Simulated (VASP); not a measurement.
Set up this calculation in VASP 6.6.1, as the native input.

- Task: relaxation of the atoms
- Functional: PBE
- Potentials or basis: VASP PAW PBE potentials, release 64 (Bi_d, Te)
- Cutoff: 520 eV
- k mesh: 13 × 13 × 13
- Occupations: fermi-dirac, width 0.05 eV
- Spin: no spin polarisation
- Dipole correction: no
- Further INCAR settings: ALGO = Normal; EDIFF = 1e-06; IBRION = 2; EDIFFG = -0.02; NSW = 80

The structure of BiTe lies in POSCAR:

```
BiTe
1.0
    0.0000000000      3.2775706714      3.2775706714
    3.2775706714      0.0000000000      3.2775706714
    3.2775706714      3.2775706714      0.0000000000
Bi Te
1 1
Direct
    0.0000000000      0.0000000000      0.0000000000
    0.5000000000      0.5000000000      0.5000000000
```

These files were run (other wordings do the same):

INCAR

```
PREC     = Accurate       # precision mode
ENCUT    = 520            # plane-wave cutoff, eV
EDIFF    = 1E-6           # SCF threshold, eV
ISMEAR   = -1             # smearing method
SIGMA    = 0.05           # smearing width, eV
LREAL    = False          # projectors in reciprocal space
LASPH    = True           # aspherical terms in the spheres
NELM     = 60             # most SCF steps
ALGO     = Normal         # electronic algorithm
ISIF     = 2              # what is computed and relaxed
LWAVE    = False          # write WAVECAR
LCHARG   = False          # write CHGCAR
GGA      = PE             # functional
IBRION   = 2              # ionic algorithm
NSW      = 80             # ionic steps
EDIFFG   = -0.02          # ionic threshold
```

KPOINTS

```
Automatic mesh
0
Gamma
  13 13 13
```

Potentials or basis: VASP PAW PBE potentials, release 64 (Bi_d, Te).

Launch:

```sh
$ cat potpaw_PBE.64/Bi_d/POTCAR potpaw_PBE.64/Te/POTCAR > POTCAR
$ mpirun -np 1 vasp_std > vasp.out
```

Results of the run:

| Quantity | Value |
| --- | --- |
| Pressure after relaxing | -1.1 GPa |
| Band gap on the k mesh | zero (an odd number of electrons rules out a gap without spin polarisation) |

Caveat: the relaxation stopped at its first step, so nothing moved; spin-orbit coupling is left out, which moves the levels of the heavy elements.

Run time: 89 s on 1 thread of Intel Xeon 8259CL, on a shared host, peak memory 0.26 GiB.
